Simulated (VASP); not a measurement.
A run of VASP 6.6.1 is set up as follows.

File INCAR:

```
SYSTEM = KI
PREC = Accurate
ENCUT = 520
EDIFF = 1E-6
ISMEAR = 0
SIGMA = 0.01
LREAL = .False.
LASPH = .True.
NELM = 150
ALGO = Normal
ISIF = 2
LWAVE = .False.
LCHARG = .False.
MAGMOM = 0 0 0 0 0 0
LORBIT = 11
LSORBIT = .True.
GGA_COMPAT = .False.
LORBMOM = .True.
GGA = PE
NBANDS = 28
```

KPOINTS

```
Automatic mesh
0
Gamma
  6 6 6
  0 0 0
```

Contents of POSCAR:

```
KI
1.0
    4.2909468193      0.0000000000      0.0000000000
    0.0000000000      4.2909468193      0.0000000000
    0.0000000000      0.0000000000      4.2909468193
K I
1 1
Direct
    0.0000000000      0.0000000000      0.0000000000
    0.5000000000      0.5000000000      0.5000000000
```

Potentials or basis: VASP PAW PBE potentials, release 64 (K_sv, I).

Run with:

```sh
$ cat potpaw_PBE.64/K_sv/POTCAR potpaw_PBE.64/I/POTCAR > POTCAR
$ mpirun -np 1 vasp_ncl > vasp.out
```

Predict the net moment.

0.00 μB per cell.

Predict the pressure.

0.5 GPa.

Moments on the atoms (μB; x, y, z):
```
K   0.00 0.00 0.00
I   0.00 0.00 0.00
```

Caveat: the structure was generated, so it needn't be the stable form of KI.
